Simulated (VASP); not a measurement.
A run of VASP 6.6.1 is set up as follows.

Contents of INCAR:

```
SYSTEM = Ta2C
ALGO     = Normal         ! electronic algorithm
EDIFF    = 1E-7           ! SCF threshold, eV
ENCUT    = 520            ! plane-wave cutoff, eV
GGA      = PS             ! functional
ISIF     = 2              ! what is computed and relaxed
ISMEAR   = 0              ! smearing method
LASPH    = .TRUE.         ! aspherical terms in the spheres
LCHARG   = .FALSE.        ! write CHGCAR
LREAL    = .FALSE.        ! projectors in reciprocal space
LWAVE    = .FALSE.        ! write WAVECAR
NBANDS   = 20             ! bands
NELM     = 100            ! most SCF steps
PREC     = Accurate       ! precision mode
SIGMA    = 0.1            ! smearing width, eV
```

Contents of KPOINTS:

```
k-points
0
G
  18 18 10
  0 0 0
```

Contents of POSCAR:

```
Ta2C
1.0
    3.0643476953      0.0000000000      0.0000000000
   -1.5321738477      2.6538029502      0.0000000000
    0.0000000000      0.0000000000      4.8718694804
Ta C
2 1
Direct
    0.3333333333      0.6666666667      0.2545732217
    0.6666666667      0.3333333333      0.7454267783
    0.0000000000      0.0000000000      0.0000000000
```

Potentials or basis: VASP PAW PBE potentials, release 64 (Ta_pv, C).

Command:

```bash
$ cat potpaw_PBE.64/Ta_pv/POTCAR potpaw_PBE.64/C/POTCAR > POTCAR
$ mpirun -np 1 vasp_std > vasp.out
```

(1) Estimate the pressure.

(2) Predict the band gap on the k mesh.

Results:

(1) 9.3 GPa.

(2) zero (band 13 reaches 7.28 eV, above the bottom of band 14 at 6.45 eV).

Caveat: the cell differs from its parent crystal (equal strain along all axes, cell held: -1.0 %, then relaxed in part); the PAW data sets were made with another functional, which shifts forces and pressure a little; spin-orbit coupling is left out, which moves the levels of the heavy elements.
